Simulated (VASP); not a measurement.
# Te2Mo (P4/mmm) in VASP: notebook, part 2 of 2

VASP 6.6.1. Earlier steps stand in the parts before.

## 4. Single point, PBE, collinear spin

INCAR

```
SYSTEM = Te2Mo
PREC     = Accurate       ! precision mode
ENCUT    = 520            ! plane-wave cutoff, eV
EDIFF    = 1E-6           ! SCF threshold, eV
ISMEAR   = 0              ! smearing method
SIGMA    = 0.1            ! smearing width, eV
LREAL    = .FALSE.        ! projectors in reciprocal space
LASPH    = .TRUE.         ! aspherical terms in the spheres
NELM     = 150            ! most SCF steps
ALGO     = Normal         ! electronic algorithm
ISIF     = 2              ! what is computed and relaxed
LWAVE    = .FALSE.        ! write WAVECAR
LCHARG   = .FALSE.        ! write CHGCAR
ISPIN    = 2              ! spin polarisation
MAGMOM   = 0 0 1          ! initial moments
LORBIT   = 11             ! projections on sites
LMAXMIX  = 4              ! l up to which the mixer works
GGA      = PE             ! functional
NBANDS   = 24             ! bands
```

KPOINTS

```
Automatic mesh
0
G
  6 6 2
  0 0 0
```

POSCAR

```
Te2Mo
1.0
    3.2967370698      0.0000000000      0.0000000000
    0.0000000000      3.2967370698      0.0000000000
    0.0000000000      0.0000000000      7.5449287294
Te Mo
2 1
Direct
    0.0000000000      0.0000000000      0.7218455696
    0.0000000000      0.0000000000      0.2781544304
    0.5000000000      0.5000000000      0.5000000000
```

Potentials or basis: VASP PAW PBE potentials, release 64 (Te, Mo_sv).

Launch:

```console
$ cat potpaw_PBE.64/Te/POTCAR potpaw_PBE.64/Mo_sv/POTCAR > POTCAR
$ mpirun -np 1 vasp_std > vasp.out
```

OUTCAR:

```text
SYSTEM = Te2Mo
   PREC = Accurate
   ENCUT = 520
   EDIFF = 1E-6
   ISMEAR = 0
   LREAL = .FALSE.
   LASPH = .TRUE.
   NELM = 150
   ISIF = 2
   ISPIN = 2
   LORBIT = 11
   GGA = PE

 ion  position               nearest neighbor table
   1  0.000  0.000  0.722-   3 2.87   3 2.87   3 2.87   3 2.87   2 3.35
   2  0.000  0.000  0.278-   3 2.87   3 2.87   3 2.87   3 2.87   1 3.35
   3  0.500  0.500  0.500-   1 2.87   2 2.87   1 2.87   2 2.87   1 2.87   2 2.87   1 2.87   2 2.87

  LATTYP: Found a simple tetragonal cell.
 ALAT       =     3.2967370698
 C/A-ratio  =     2.2886049356

  Lattice vectors:

 A1 = (   3.2967370698,   0.0000000000,   0.0000000000)
 A2 = (   0.0000000000,   3.2967370698,   0.0000000000)
 A3 = (   0.0000000000,   0.0000000000,   7.5449287294)

Analysis of symmetry for initial positions (statically):
=====================================================================
 Subroutine PRICEL returns:
 Original cell was already a primitive cell.

 Routine SETGRP: Setting up the symmetry group for a
 simple tetragonal supercell.

 Subroutine GETGRP returns: Found 16 space group operations
 (whereof 16 operations were pure point group operations)
 out of a pool of 16 trial point group operations.

The static configuration has the point symmetry D_4h.

Analysis of symmetry for dynamics (positions and initial velocities):
=====================================================================
 Subroutine PRICEL returns:
 Original cell was already a primitive cell.

 Routine SETGRP: Setting up the symmetry group for a
 simple tetragonal supercell.

 Subroutine GETGRP returns: Found 16 space group operations
 (whereof 16 operations were pure point group operations)
 out of a pool of 16 trial point group operations.

The dynamic configuration has the point symmetry D_4h.

Analysis of structural, dynamic, and magnetic symmetry:
=====================================================================
[... 154 lines left out ...]
  free energy    TOTEN  =       -17.30201407 eV

  energy without entropy =      -17.28675768  energy(sigma->0) =      -17.29438587

 E-fermi :   7.5533     XC(G=0):  -9.7723

 val. band max:        7.5519426637   @ k =   0.1667   0.0000   0.0000
 cond. band min:       7.6116114975   @ k =   0.5000   0.3333   0.0000
 fundamental gap:      0.0596688338
 Fermi energy:         7.5532822755

 spin component 1

 k-point     1 :       0.0000    0.0000    0.0000
  band No.  band energies     occupation
      1     -53.4792      1.00000
      2     -27.5782      1.00000
      3     -27.5782      1.00000
      4     -27.4761      1.00000
      5      -6.2098      1.00000
      6      -4.9002      1.00000
[... 529 lines left out ...]
     23      15.7963      0.00000
     24      16.7837      0.00000
 Fermi energy:         7.5532822755

 spin component 2

 k-point     1 :       0.0000    0.0000    0.0000
  band No.  band energies     occupation
      1     -53.4792      1.00000
      2     -27.5781      1.00000
      3     -27.5781      1.00000
      4     -27.4760      1.00000
      5      -6.2098      1.00000
      6      -4.9002      1.00000
[... 529 lines left out ...]
     23      15.7963      0.00000
     24      16.7837      0.00000

------------------------ aborting loop because EDIFF is reached ----------------------------------------

  FORCE on cell =-STRESS in cart. coord.  units (eV):
  Direction    XX          YY          ZZ          XY          YZ          ZX
  --------------------------------------------------------------------------------------
  -------------------------------------------------------------------------------------
  Total        0.0096340      0.0096340     -0.0053278      0.0000000      0.0000000     -0.0000000
  in kB        0.1882319      0.1882319     -0.1040961      0.0000000      0.0000000     -0.0000000
  external PRESSURE =       0.0907893 kB  Pullay stress =       0.0000000 kB

 VOLUME and BASIS-vectors are now :
 -----------------------------------------------------------------------------
  energy-cutoff  :      520.00
  volume of cell :       82.00
      direct lattice vectors                 reciprocal lattice vectors
     3.296737070  0.000000000  0.000000000     0.303330226  0.000000000  0.000000000
     0.000000000  3.296737070  0.000000000     0.000000000  0.303330226  0.000000000
     0.000000000  0.000000000  7.544928729     0.000000000  0.000000000  0.132539357

 POSITION                                       TOTAL-FORCE (eV/Angst)
 -----------------------------------------------------------------------------------
      0.00000      0.00000      5.44627         0.000000     -0.000000      0.016067
      0.00000      0.00000      2.09866        -0.000000      0.000000     -0.016067
      1.64837      1.64837      3.77246         0.000000     -0.000000      0.000000
 -----------------------------------------------------------------------------------
    total drift:                                0.000000      0.000000      0.000000

  FREE ENERGIE OF THE ION-ELECTRON SYSTEM (eV)
  ---------------------------------------------------
  free  energy   TOTEN  =       -17.3020140650 eV

  energy  without entropy=      -17.2867576794  energy(sigma->0) =      -17.29438587

 total charge

# of ion       s       p       d       tot
------------------------------------------
    1        1.405   1.890   0.074   3.369
    2        1.405   1.890   0.074   3.369
    3        2.230   6.117   4.002  12.349
--------------------------------------------------
tot          5.040   9.898   4.149  19.086

 magnetization (x)

# of ion       s       p       d       tot
------------------------------------------
    1       -0.000  -0.000   0.000  -0.000
    2       -0.000  -0.000   0.000  -0.000
    3        0.000   0.000   0.000   0.000
--------------------------------------------------
tot         -0.000  -0.000   0.000   0.000
```

Wall time 5.2 min (1 thread of Intel Xeon 8259CL, shared host); peak memory 0.26 GiB.

What came out:

- Free energy: -17.3020 eV
- Pressure: 0.0 GPa
- Largest force: 0.016 eV/Å
- Band gap on the k mesh: zero (filled and empty bands overlap)
- Net moment: 0.00 μB per cell
- Valence electrons inside the program's atomic spheres: Te 3.37; Mo 12.35

Forces in eV/Å, atoms in the order of the input:
```
Te   0.000  0.000  0.016
Te   0.000  0.000 -0.016
Mo   0.000  0.000  0.000
```

Caveat: the k points lie up to 0.42 Å⁻¹ apart, too coarse for converged energies and pressures of a metal; spin-orbit coupling is left out, which moves the levels of the heavy elements; this functional lacks dispersion, which binds the layers, so the pressure and a relaxed spacing across them are unreliable.

## 5. Single point, PBE

This run uses another cell than the first one, of 29.14 Å³/atom.

INCAR

```
PREC = Accurate
ENCUT = 520
EDIFF = 1E-6
ISMEAR = 0
SIGMA = 0.1
LREAL = False
LASPH = True
NELM = 60
ALGO = Normal
ISIF = 2
LWAVE = False
LCHARG = False
GGA = PE
NBANDS = 20
```

KPOINTS

```
regular mesh
0
Gamma
  14 14 6
```

POSCAR

```
Te2Mo
1.0
    3.2861266026      0.0000000000      0.0000000000
    0.0000000000      3.2861266026      0.0000000000
    0.0000000000      0.0000000000      8.0952704674
Te Mo
2 1
Direct
    0.0000000000      0.0000000000      0.7074373735
    0.0000000000      0.0000000000      0.2925626265
    0.5000000000      0.5000000000      0.5000000000
```

Launch:

```console
$ cat potpaw_PBE.64/Te/POTCAR potpaw_PBE.64/Mo_sv/POTCAR > POTCAR
$ mpirun -np 1 vasp_std > vasp.out
```

Run time: 8.6 min. Hardware: 1 thread of Intel Xeon 8259CL, shared host; peak memory 0.36 GiB.

Results (log left out):

* Free energy: -17.3693 eV
* Pressure: 0.0 GPa
* Largest force: 0.014 eV/Å
* Band gap on the k mesh: zero (bands 13 and 14 overlap by 0.73 eV)

Forces in eV/Å, atoms in the order of the input:
```
Te   0.000  0.000  0.014
Te   0.000  0.000 -0.014
Mo   0.000  0.000  0.000
```

Stress tensor (GPa, compression positive):
```
-0.01  0.00  0.00
 0.00 -0.01  0.00
 0.00  0.00  0.08
```

Levels at points of the mesh, in eV from the Fermi level:
| k point | band 10 | band 11 | band 12 | band 13 | band 14 | band 15 | band 16 | band 17 |
| --- | --- | --- | --- | --- | --- | --- | --- | --- |
| (0.00, 0.00, 0.00) | -1.80 | -1.80 | -0.76 | 0.30 | 0.30 | 0.39 | 3.83 | 3.83 |
| (0.50, 0.00, 0.00) | -2.34 | -2.17 | -2.14 | -0.22 | 1.49 | 2.12 | 3.11 | 3.34 |
| (0.50, 0.50, 0.00) | -4.76 | -3.96 | -1.06 | 0.69 | 1.74 | 1.75 | 1.75 | 2.79 |
| (0.00, 0.00, 0.50) | -1.81 | -1.81 | -0.37 | 0.32 | 0.32 | 0.39 | 3.77 | 3.77 |
| (0.50, 0.00, 0.50) | -2.67 | -2.13 | -2.13 | -0.22 | 1.57 | 2.10 | 2.62 | 4.04 |
| (0.50, 0.50, 0.50) | -4.73 | -3.80 | -1.05 | 0.20 | 1.58 | 1.58 | 1.74 | 2.62 |

Caveat: spin-orbit coupling is left out, which moves the levels of the heavy elements; this functional lacks dispersion, which binds the layers, so the pressure and a relaxed spacing across them are unreliable.

## 6. Overview

```tsv
spin	cell	k mesh	gap on the mesh (eV)	pressure (GPa)	largest force (eV/Å)
off	a = 3.297, b = 3.297, c = 7.545 Å, 3 atoms, atomic positions A	6 × 6 × 2	none	0.0	0.02
off	a = 3.096, b = 3.096, c = 8.763 Å, 3 atoms, atomic positions B	6 × 6 × 2	none	-6.9	1.30
collinear	a = 3.297, b = 3.297, c = 7.545 Å, 3 atoms, atomic positions A	6 × 6 × 2	none	0.0	0.02
off	a = 3.286, b = 3.286, c = 8.095 Å, 3 atoms, atomic positions A	14 × 14 × 6	none	0.0	0.01
```

Alike in all rows: task single point; level PBE; potentials or basis VASP PAW PBE potentials, release 64 (Te, Mo_sv); cutoff (eV) 520; smearing gaussian 0.1 eV.

Caveats: some runs use coarse meshes; spin-orbit coupling is left out, which moves the levels of the heavy elements; this functional lacks dispersion, which binds the layers, so the pressure and a relaxed spacing across them are unreliable (at least some runs); the cell stands under tension (at least some runs); forces of over 1 eV/Å act on the atoms, so gaps and moduli don't describe the material at rest (at least some runs).

Absolute energies hang on the potentials; compare differences alone.
